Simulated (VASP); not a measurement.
# GaP (dq5) (F-43m) in VASP: further runs

The runs below take GaP (dq5) through single point, relaxation of cell and atoms, with LDA.

Everything below comes from runs of VASP 6.6.1. Logs are shortened: lines on timing, memory, paths and dates and some standing lists are left out, and cuts for length are marked.

## Step 1: The cell of the first run

The structure is cubic, space group F-43m (No. 216). Conventional cell: a = 5.391 Å, b = 5.391 Å, c = 5.391 Å, α = 90.00°, β = 90.00°, γ = 90.00°. Ga (site symmetry -43m) has 4 P at 2.33 Å within 3.1 Å. P (site symmetry -43m) has 4 Ga at 2.33 Å within 3.1 Å.

## Step 2: Single point, LDA

File INCAR:

```
PREC     = Accurate       # precision mode
ENCUT    = 520            # plane-wave cutoff, eV
EDIFF    = 1E-6           # SCF threshold, eV
ISMEAR   = 0              # smearing method
SIGMA    = 0.02           # smearing width, eV
LREAL    = False          # projectors in reciprocal space
LASPH    = True           # aspherical terms in the spheres
NELM     = 80             # most SCF steps
ALGO     = Normal         # electronic algorithm
ISIF     = 2              # what is computed and relaxed
LWAVE    = False          # write WAVECAR
LCHARG   = False          # write CHGCAR
NBANDS   = 16             # bands
```

File KPOINTS:

```
Automatic mesh
0
Gamma
  8 8 8
```

File POSCAR:

```
GaP
1.0
    0.0000000000      2.6957094171      2.6957094171
    2.6957094171      0.0000000000      2.6957094171
    2.6957094171      2.6957094171      0.0000000000
Ga P
1 1
Direct
    0.0000000000      0.0000000000      0.0000000000
    0.7500000000      0.7500000000      0.7500000000
```

Potentials or basis: VASP PAW LDA potentials, release 64 (Ga_d, P).

Command:

```sh
cat potpaw_LDA.64/Ga_d/POTCAR potpaw_LDA.64/P/POTCAR > POTCAR
mpirun -np 1 vasp_std > vasp.out
```

OUTCAR:

```text
PREC = Accurate
   ENCUT = 520
   EDIFF = 1E-6
   ISMEAR = 0
   LREAL = False
   LASPH = True
   NELM = 80
   ISIF = 2

 ion  position               nearest neighbor table
   1  0.000  0.000  0.000-   2 2.33   2 2.33   2 2.33   2 2.33
   2  0.750  0.750  0.750-   1 2.33   1 2.33   1 2.33   1 2.33

  LATTYP: Found a face centered cubic cell.
 ALAT       =     5.3914188342

  Lattice vectors:

 A1 = (   0.0000000000,   2.6957094171,   2.6957094171)
 A2 = (   2.6957094171,   0.0000000000,   2.6957094171)
 A3 = (   2.6957094171,   2.6957094171,   0.0000000000)

Analysis of symmetry for initial positions (statically):
=====================================================================
 Subroutine PRICEL returns:
 Original cell was already a primitive cell.

 Routine SETGRP: Setting up the symmetry group for a
 face centered cubic supercell.

 Subroutine GETGRP returns: Found 24 space group operations
 (whereof 24 operations were pure point group operations)
 out of a pool of 48 trial point group operations.

The static configuration has the point symmetry T_d .

Analysis of symmetry for dynamics (positions and initial velocities):
=====================================================================
 Subroutine PRICEL returns:
 Original cell was already a primitive cell.

 Routine SETGRP: Setting up the symmetry group for a
 face centered cubic supercell.

 Subroutine GETGRP returns: Found 24 space group operations
 (whereof 24 operations were pure point group operations)
 out of a pool of 48 trial point group operations.

The dynamic configuration has the point symmetry T_d .

 Subroutine INISYM returns: Found 24 space group operations
 (whereof 24 operations are pure point group operations),
 and found     1 'primitive' translations

----------------------------------------------------------------------------------------

                                     Primitive cell

  volume of cell :      39.1786

  direct lattice vectors                    reciprocal lattice vectors
     0.000000000  2.695709417  2.695709417    -0.185479932  0.185479932  0.185479932
     2.695709417  0.000000000  2.695709417     0.185479932 -0.185479932  0.185479932
     2.695709417  2.695709417  0.000000000     0.185479932  0.185479932 -0.185479932

  length of vectors
     3.812308818  3.812308818  3.812308818     0.321260666  0.321260666  0.321260666

  position of ions in fractional coordinates (direct lattice)
     0.000000000  0.000000000  0.000000000
     0.750000000  0.750000000  0.750000000

  ion indices of the primitive-cell ions
   primitive index   ion index
                 1           1
                 2           2

----------------------------------------------------------------------------------------

 KPOINTS: Automatic mesh

Automatic generation of k-mesh.
 Grid dimensions read from file:
 generate k-points for:    8    8    8

 Generating k-lattice:

  Cartesian coordinates                     Fractional coordinates (reciprocal lattice)
    -0.023184992  0.023184992  0.023184992     0.125000000  0.000000000  0.000000000
     0.023184992 -0.023184992  0.023184992     0.000000000  0.125000000  0.000000000
     0.023184992  0.023184992 -0.023184992     0.000000000  0.000000000  0.125000000

  Length of vectors
     0.040157583  0.040157583  0.040157583

  Shift w.r.t. Gamma in fractional coordinates (k-lattice)
     0.000000000  0.000000000  0.000000000

 Subroutine IBZKPT returns following result:
 ===========================================

 Found     29 irreducible k-points:

 Following reciprocal coordinates:
            Coordinates               Weight
  0.000000  0.000000  0.000000      1.000000
  0.125000  0.000000  0.000000      8.000000
  0.250000  0.000000  0.000000      8.000000
  0.375000  0.000000  0.000000      8.000000
  0.500000  0.000000  0.000000      4.000000
  0.125000  0.125000  0.000000      6.000000
[... 16 lines left out ...]
  0.500000  0.250000  0.125000     48.000000
 -0.375000  0.250000  0.125000     24.000000
 [... further k-points ...]
   k-points           NKPTS =     29   k-points in BZ     NKDIM =     29   number of bands    NBANDS=     16
   number of dos      NEDOS =    301   number of ions     NIONS =      2
   total plane-waves  NPLWV =  21952
   dimension x,y,z NGX =    28 NGY =   28 NGZ =   28
   dimension x,y,z NGXF=    56 NGYF=   56 NGZF=   56
   ions per type =               1   1
   NGX,Y,Z   is equivalent  to a cutoff of  12.21, 12.21, 12.21 a.u.
   NGXF,Y,Z  is equivalent  to a cutoff of  24.42, 24.42, 24.42 a.u.
 SYSTEM =  unknown system
   PREC   = accura    normal or accurate (medium, high low for compatibility)
   ISTART =      0    job   : 0-new  1-cont  2-samecut
   ICHARG =      2    charge: 1-file 2-atom 10-const
   ISPIN  =      1    spin polarized calculation?
   LNONCOLLINEAR =      F non collinear calculations
   LSORBIT =      F    spin-orbit coupling
   LASPH  =      T    aspherical Exc in radial PAW
   ENCUT  =  520.0 eV  38.22 Ry    6.18 a.u.   7.09  7.09  7.09*2*pi/ulx,y,z
   NELM   =     80;   NELMIN=  2; NELMDL= -5     # of ELM steps
   EDIFF  = 0.1E-05   stopping-criterion for ELM
   LREAL  =      F    real-space projection
   EDIFFG = 0.1E-04   stopping-criterion for IOM
   NSW    =      0    number of steps for IOM
   IBRION =     -1    ionic relax: 0-MD 1-quasi-New 2-CG
   NFREE  =      0    steps in history (QN), initial steepest desc. (CG)
   ISIF   =      2    stress and relaxation
   ISYM   =      2    0-nonsym 1-usesym 2-fastsym
   POTIM  = 0.5000    time-step for ionic-motion
   TEBEG  =    0.0;   TEEND  =   0.0 temperature during run
   PSTRESS=    0.0 pullay stress
   NELECT =      18.0000    total number of electrons
   NUPDOWN=      -1.0000    fix difference up-down
   EMIN   =  10.00;   EMAX   =-10.00  energy-range for DOS
   EFERMI =   0.00;   METHOD = LEGACY
   ISMEAR =     0;   SIGMA  =   0.02  broadening in eV -4-tet -1-fermi 0-gaus
   EFERMI_NEDOS =   21; number of points for ismear=-14 and -15
   IALGO  =     38    algorithm
   IMIX   =      4    mixing-type and parameters
     AMIX     =   0.40;   BMIX     =  1.00
     AMIX_MAG =   1.60;   BMIX_MAG =  1.00
  volume/ion in A,a.u.               =      19.59       132.20
  Fermi-wavevector in a.u.,A,eV,Ry     =   1.263230  2.387159 21.711513  1.595751
  Thomas-Fermi vector in A             =   2.396598
   LORBIT       =      0    0 simple, 1 ext, 2 COOP (PROOUT), +10 PAW based schemes
   GGA     = CA    functional components
   LHFCALC =     F    Hartree Fock is set to
   AEXX    =    0.0000 exact exchange contribution
   IVDW    =     0    specifies the selected vdW correction
   LEPSILON=     F    determine dielectric tensor
   LRPA    =     F    only Hartree local field effects (RPA)
 non-spin polarized calculation
 Gauss-broadening in eV      SIGMA  =   0.02
  energy-cutoff  :      520.00
  volume of cell :       39.18
 maximum number of plane-waves:      1067
   NGX = 15   NGY = 15   NGZ = 15

 number of electron      17.9999998 magnetization

 Free energy of the ion-electron system (eV)
  ---------------------------------------------------
  ext. energy  EPLUGINS =         0.00000000
  ---------------------------------------------------
  free energy    TOTEN  =       -10.45076855 eV

  energy without entropy =      -10.45076855  energy(sigma->0) =      -10.45076855

 E-fermi :   4.9423     XC(G=0): -10.3105

 val. band max:        4.8477666506   @ k =   0.0000   0.0000   0.0000
 cond. band min:       6.2776017580   @ k =   0.5000   0.5000   0.0000
 fundamental gap:      1.4298351074
 Fermi energy:         4.9422562590

 k-point     1 :       0.0000    0.0000    0.0000
  band No.  band energies     occupation
      1      -9.9178      2.00000
      2      -9.9178      2.00000
      3      -9.9178      2.00000
      4      -9.8095      2.00000
      5      -9.8095      2.00000
      6      -7.9122      2.00000
[... 8 lines left out ...]
     15      14.6918      0.00000
     16      14.6918      0.00000

 k-point     2 :       0.1250    0.0000    0.0000
  band No.  band energies     occupation
      1      -9.9324      2.00000
      2      -9.9127      2.00000
      3      -9.9127      2.00000
      4      -9.8096      2.00000
      5      -9.8096      2.00000
      6      -7.7011      2.00000
[... 8 lines left out ...]
     15      14.0094      0.00000
     16      14.4230      0.00000

 k-point     3 :       0.2500    0.0000    0.0000
  band No.  band energies     occupation
      1      -9.9643      2.00000
      2      -9.9017      2.00000
      3      -9.9017      2.00000
      4      -9.8082      2.00000
      5      -9.8082      2.00000
      6      -7.1008      2.00000
[... 8 lines left out ...]
     15      13.8101      0.00000
     16      14.6115      0.00000

 k-point     4 :       0.3750    0.0000    0.0000
  band No.  band energies     occupation
      1      -9.9929      2.00000
      2      -9.8934      2.00000
      3      -9.8934      2.00000
      4      -9.8041      2.00000
      5      -9.8041      2.00000
      6      -6.2527      2.00000
[... 8 lines left out ...]
     15      15.0511      0.00000
     16      15.0511      0.00000

 k-point     5 :       0.5000    0.0000    0.0000
  band No.  band energies     occupation
      1     -10.0041      2.00000
      2      -9.8909      2.00000
      3      -9.8909      2.00000
      4      -9.8014      2.00000
      5      -9.8014      2.00000
      6      -5.7191      2.00000
[... 8 lines left out ...]
     15      16.6184      0.00000
     16      16.6184      0.00000

 k-point     6 :       0.1250    0.1250    0.0000
  band No.  band energies     occupation
      1      -9.9418      2.00000
      2      -9.9078      2.00000
      3      -9.9078      2.00000
      4      -9.8142      2.00000
      5      -9.8060      2.00000
      6      -7.6312      2.00000
[... 8 lines left out ...]
     15      14.8117      0.00000
     16      14.9407      0.00000

 k-point     7 :       0.2500    0.1250    0.0000
  band No.  band energies     occupation
      1      -9.9667      2.00000
      2      -9.8986      2.00000
      3      -9.8963      2.00000
      4      -9.8177      2.00000
      5      -9.8027      2.00000
      6      -7.1598      2.00000
[... 8 lines left out ...]
     15      14.9089      0.00000
     16      15.9010      0.00000

 k-point     8 :       0.3750    0.1250    0.0000
  band No.  band energies     occupation
      1      -9.9915      2.00000
      2      -9.8914      2.00000
      3      -9.8868      2.00000
      4      -9.8158      2.00000
      5      -9.7996      2.00000
      6      -6.3762      2.00000
[... 8 lines left out ...]
     15      15.6246      0.00000
     16      15.7911      0.00000

 k-point     9 :       0.5000    0.1250    0.0000
  band No.  band energies     occupation
      1     -10.0050      2.00000
      2      -9.8885      2.00000
      3      -9.8836      2.00000
      4      -9.8091      2.00000
      5      -9.8000      2.00000
      6      -5.6391      2.00000
[... 8 lines left out ...]
     15      16.6192      0.00000
     16      16.8284      0.00000
[... 172 lines left out ...]
 k-point    19 :       0.5000    0.3750    0.0000
  band No.  band energies     occupation
      1     -10.0331      2.00000
      2      -9.8572      2.00000
      3      -9.8517      2.00000
      4      -9.8419      2.00000
      5      -9.7891      2.00000
      6      -4.9978      2.00000
[... 8 lines left out ...]
     15      16.9570      0.00000
     16      18.1947      0.00000

 k-point    20 :      -0.3750    0.3750    0.0000
  band No.  band energies     occupation
      1     -10.0242      2.00000
      2      -9.8681      2.00000
      3      -9.8561      2.00000
      4      -9.8315      2.00000
      5      -9.7961      2.00000
      6      -4.7897      2.00000
[... 8 lines left out ...]
     15      15.2814      0.00000
     16      19.6607      0.00000

 k-point    21 :       0.5000    0.5000    0.0000
  band No.  band energies     occupation
      1     -10.0417      2.00000
      2      -9.8502      2.00000
      3      -9.8463      2.00000
      4      -9.8463      2.00000
      5      -9.7855      2.00000
      6      -4.7553      2.00000
[... 8 lines left out ...]
     15      17.3558      0.00000
     16      17.9166      0.00000

 k-point    22 :       0.3750    0.2500    0.1250
  band No.  band energies     occupation
      1      -9.9883      2.00000
      2      -9.8888      2.00000
      3      -9.8843      2.00000
      4      -9.8218      2.00000
      5      -9.7996      2.00000
      6      -6.5893      2.00000
[... 8 lines left out ...]
     15      16.0338      0.00000
     16      17.2609      0.00000

 k-point    23 :       0.5000    0.2500    0.1250
  band No.  band energies     occupation
      1     -10.0041      2.00000
      2      -9.8850      2.00000
      3      -9.8743      2.00000
      4      -9.8196      2.00000
      5      -9.7997      2.00000
      6      -5.7864      2.00000
[... 8 lines left out ...]
     15      16.4106      0.00000
     16      17.7195      0.00000

 k-point    24 :      -0.3750    0.2500    0.1250
  band No.  band energies     occupation
      1     -10.0099      2.00000
      2      -9.8846      2.00000
      3      -9.8708      2.00000
      4      -9.8156      2.00000
      5      -9.8016      2.00000
      6      -5.2881      2.00000
[... 8 lines left out ...]
     15      16.8434      0.00000
     16      17.4322      0.00000

 [... further k-points ...]

------------------------ aborting loop because EDIFF is reached ----------------------------------------

  FORCE on cell =-STRESS in cart. coord.  units (eV):
  Direction    XX          YY          ZZ          XY          YZ          ZX
  --------------------------------------------------------------------------------------
  -------------------------------------------------------------------------------------
  Total        0.0172834      0.0172834      0.0172834     -0.0000000     -0.0000000     -0.0000000
  in kB        0.7067911      0.7067911      0.7067911     -0.0000000     -0.0000000     -0.0000000
  external PRESSURE =       0.7067911 kB  Pullay stress =       0.0000000 kB

 VOLUME and BASIS-vectors are now :
 -----------------------------------------------------------------------------
  energy-cutoff  :      520.00
  volume of cell :       39.18
      direct lattice vectors                 reciprocal lattice vectors
     0.000000000  2.695709417  2.695709417    -0.185479932  0.185479932  0.185479932
     2.695709417  0.000000000  2.695709417     0.185479932 -0.185479932  0.185479932
     2.695709417  2.695709417  0.000000000     0.185479932  0.185479932 -0.185479932

 POSITION                                       TOTAL-FORCE (eV/Angst)
 -----------------------------------------------------------------------------------
      0.00000      0.00000      0.00000         0.000000      0.000000      0.000000
      4.04356      4.04356      4.04356        -0.000000     -0.000000     -0.000000
 -----------------------------------------------------------------------------------
    total drift:                               -0.000000     -0.000000     -0.000000

  FREE ENERGIE OF THE ION-ELECTRON SYSTEM (eV)
  ---------------------------------------------------
  free  energy   TOTEN  =       -10.4507685464 eV

  energy  without entropy=      -10.4507685464  energy(sigma->0) =      -10.45076855
```

It took 8.6 s on 1 thread of AMD EPYC 9R45 (Zen 5), shared host; peak memory 0.11 GiB.

Results:

```
Free energy            : -10.4508 eV
Pressure               : 0.1 GPa
Band gap on the k mesh : 1.43 eV, indirect (least direct gap 1.91 eV)
```

## Step 3: Relaxation of cell and atoms, LDA

This run uses another cell than the first one, of 20.25 Å³/atom, 1.034 times its volume.

File INCAR:

```
SYSTEM = GaP
PREC = Accurate
ENCUT = 600
EDIFF = 1E-6
ISMEAR = 0
SIGMA = 0.02
LREAL = .False.
LASPH = .True.
NELM = 60
ALGO = Normal
ISIF = 3
LWAVE = .False.
LCHARG = .False.
GGA = CA
IBRION = 2
NSW = 100
EDIFFG = -0.002
```

File KPOINTS:

```
Automatic mesh
0
Gamma
  8 8 8
  0 0 0
```

File POSCAR:

```
GaP
1.0
    0.0000000000      2.7258124900      2.7258124900
    2.7258124900      0.0000000000      2.7258124900
    2.7258124900      2.7258124900      0.0000000000
Ga P
1 1
Direct
    0.0000000000      0.0000000000      0.0000000000
    0.7500000000      0.7500000000      0.7500000000
```

Potentials or basis: VASP PAW LDA potentials, release 64 (Ga_d, P).

Command:

```sh
cat potpaw_LDA.64/Ga_d/POTCAR potpaw_LDA.64/P/POTCAR > POTCAR
mpirun -np 1 vasp_std > vasp.out
```

It took 39 s on 1 thread of AMD EPYC 9R45 (Zen 5), shared host; peak memory 0.14 GiB.

It converged, with:

```yaml
Free_energy: -10.4511 eV
Relaxed_volume: 19.61 Å³/atom
Relaxed_cell: a = 3.814 Å, b = 3.814 Å, c = 3.814 Å, α = 60.00°, β = 60.00°, γ = 60.00°
Space_group_after_relaxing_to_0.05_Å: F-43m (No. 216)
Energy_gained_by_relaxing: 5.6 meV/atom
Ionic_steps: 11
Pressure_after_relaxing: 0.0 GPa
Band_gap_on_the_k_mesh: 1.43 eV, indirect (least direct gap 1.90 eV)
```

Step by step:
```tsv
step	energy change (eV)	largest force (eV/Å)	pressure (GPa)	volume (Å³)
1	0.0000	0.0000	-2.73	40.51
2	-0.0076	0.0000	1.71	38.51
3	-0.0112	0.0000	-0.08	39.22
4	-0.0112	0.0000	0.10	39.19
5	-0.0112	0.0000	-0.10	39.26
6	-0.0112	0.0000	0.04	39.22
7	-0.0112	0.0000	-0.06	39.23
8	-0.0112	0.0000	0.07	39.22
9	-0.0112	0.0000	-0.06	39.23
10	-0.0112	0.0000	-0.03	39.22
11	-0.0112	0.0000	-0.01	39.22
```

Final structure:
```xyz
2
Lattice="0.0000 2.6967 2.6967 2.6967 0.0000 2.6967 2.6967 2.6967 0.0000" Properties=species:S:1:pos:R:3 pbc="T T T"
Ga    0.0000    0.0000    0.0000
P     4.0451    4.0451    4.0451
```

Levels at points of the mesh, in eV from the valence-band top:
```tsv
k point	band 5	band 6	band 7	band 8	band 9	band 10	band 11	band 12	band 13
(0.00, 0.00, 0.00)	-14.66	-12.75	0.00	0.00	0.00	1.90	3.78	3.78	3.78
(0.50, 0.00, 0.00)	-14.65	-10.56	-6.89	-1.18	-1.18	1.61	4.62	4.62	8.11
(0.50, 0.50, 0.00)	-14.63	-9.60	-6.99	-2.82	-2.82	1.43	1.65	10.69	10.69
```
